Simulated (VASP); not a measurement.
Input of a VASP 6.6.1 run:

The input INCAR:

```
ALGO = Fast
EDIFF = 1E-6
ENCUT = 520
ISIF = 2
ISMEAR = 0
LASPH = True
LCHARG = False
LREAL = False
LWAVE = False
NBANDS = 11
NELM = 100
PREC = Accurate
SIGMA = 0.1
```

File KPOINTS:

```
k-points
0
Gamma
  9 9 9
```

POSCAR

```
Ca
1.0
   -2.2052049036      2.2052049036      2.1961148100
    2.2052049036     -2.2052049036      2.1961148100
    2.2052049036      2.2052049036     -2.1961148100
Ca
1
Direct
    0.5000000000      0.5000000000      0.0000000000
```

Potentials or basis: VASP PAW LDA potentials, release 64 (Ca_sv).

The run is started by

```sh
$ cat potpaw_LDA.64/Ca_sv/POTCAR > POTCAR
$ mpirun -np 1 vasp_std > vasp.out
```

(1) What does it give for the band gap on the k mesh?

(2) Estimate the pressure.

## Answers

(1) zero (band 5 reaches 1.96 eV, above the bottom of band 6 at 1.79 eV).

(2) -1.9 GPa.
